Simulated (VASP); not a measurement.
Ru, 3 atoms in the cell. It takes space group P6/mmm (No. 191, hexagonal). Conventional cell: a = 3.595 Å, b = 3.595 Å, c = 2.201 Å, α = 90.00°, β = 90.00°, γ = 120.00°. Within 2.9 Å of Ru (site symmetry 6/mmm) lie 14 Ru at 2.20 to 2.35 Å. Within 2.7 Å of Ru (site symmetry -6m2) lie 11 Ru at 2.08 to 2.35 Å. 

```yaml
Program: VASP 6.6.1
Task: single point
Functional: LDA
Potentials_or_basis: VASP PAW LDA potentials, release 64 (Ru_pv)
Cutoff: 520 eV
k_mesh: 10 × 10 × 14
Occupations: fermi-dirac, width 0.1 eV
Spin: no spin polarisation
Dipole_correction: no
Further_INCAR_settings: ALGO = Normal; EDIFF = 1e-06; NBANDS = 28
```

Potentials or basis: VASP PAW LDA potentials, release 64 (Ru_pv).

The run is started by

```bash
$ cat potpaw_LDA.64/Ru_pv/POTCAR > POTCAR
$ mpirun -np 1 vasp_std > vasp.out
```

Hardware: 1 thread of Intel(R) Xeon(R) 6975P-C (Granite Rapids) (shared host).

Task: Estimate the wall time of this run.

Result: Wall time 35 s on 1 thread of Intel(R) Xeon(R) 6975P-C (Granite Rapids), with other jobs on the host, peak memory 0.17 GiB. Counts: scf iterations 13, k points 112.
